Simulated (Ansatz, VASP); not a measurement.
Ge: VASP beside Ansatz

```
Ge
1.0
     1.48515    0.85745    7.24098
    -1.48515    0.85745    7.24098
     0.00000   -1.71490    7.24098
Ge
3
Direct
  0.00000 0.00000 0.00000
  0.22317 0.22317 0.22317
  0.77683 0.77683 0.77683
```

Alike in both runs: functional PBEsol; k mesh 18 × 18 × 18; occupations gaussian, width 0.1 eV; no spin polarisation.

Ansatz relaxed the structure, and its values are those at the end. VASP's run is a single point on that final structure, the one shown.

```csv
,VASP,Ansatz
version,VASP 6.6.1,Ansatz 0.2.0
potentials or method,"VASP PAW PBE potentials, release 64 (Ge_d), cutoff 520 eV","scalar-relativistic, plane waves, PAW"
valence electrons in the cell,42,42
```

Ansatz gave:

| Property | Result |
| --- | --- |
| gap on the k mesh at the Fermi level (eV) | none |
| pressure (GPa) | 0.0 |

Which values does VASP return?

gap on the k mesh at the Fermi level (eV): none; pressure (GPa): 0.7.

VASP's potentials were made for PBE, not for PBEsol. A gap of «none» marks a metal or a gap that the smearing closes.
